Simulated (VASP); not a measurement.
A run of VASP 6.6.1 is set up as follows.

The input INCAR:

```
SYSTEM = MgTl4
PREC = Accurate ; ENCUT = 600
EDIFF = 1E-7 ; ISMEAR = 0
SIGMA = 0.1 ; LREAL = .FALSE.
LASPH = .TRUE. ; NELM = 120
ALGO = Normal ; ISIF = 3
LWAVE = .FALSE. ; LCHARG = .FALSE.
GGA = PE ; IBRION = 2
NSW = 90 ; EDIFFG = -0.04
GGA_COMPAT = .FALSE. ; NELMIN = 4
```

Contents of KPOINTS:

```
Automatic mesh
0
G
  6 6 4
  0 0 0
```

POSCAR

```
MgTl4
1.0
    5.6300176200      0.0000000000      0.0000000000
   -2.8150088100      4.8757382800      0.0000000000
    0.0000000000      0.0000000000      5.5922084600
Mg Tl
1 4
Direct
    0.0000000000      0.0000000000      0.5000000000
    0.5000000000      0.0000000000      0.5000000000
    0.0000000000      0.5000000000      0.5000000000
    0.5000000000      0.5000000000      0.5000000000
    0.0000000000      0.0000000000      0.0000000000
```

Potentials or basis: VASP PAW PBE potentials, release 64 (Mg, Tl_d).

Launch:

```console
$ cat potpaw_PBE.64/Mg/POTCAR potpaw_PBE.64/Tl_d/POTCAR > POTCAR
$ mpirun -np 1 vasp_std > vasp.out
```

(1) Estimate the relaxed cell.

(2) Estimate the relaxed volume.

(3) What does it give for the band gap on the k mesh?

Results:

(1) a = 6.380 Å, b = 6.380 Å, c = 5.686 Å, α = 90.00°, β = 90.00°, γ = 120.00°.

(2) 40.09 Å³/atom.

(3) zero (bands 27 and 28 overlap by 2.11 eV).

Caveat: the volume moved by over 15 % at a fixed basis, so the end points are rough; spin-orbit coupling is left out, which moves the levels of the heavy elements.
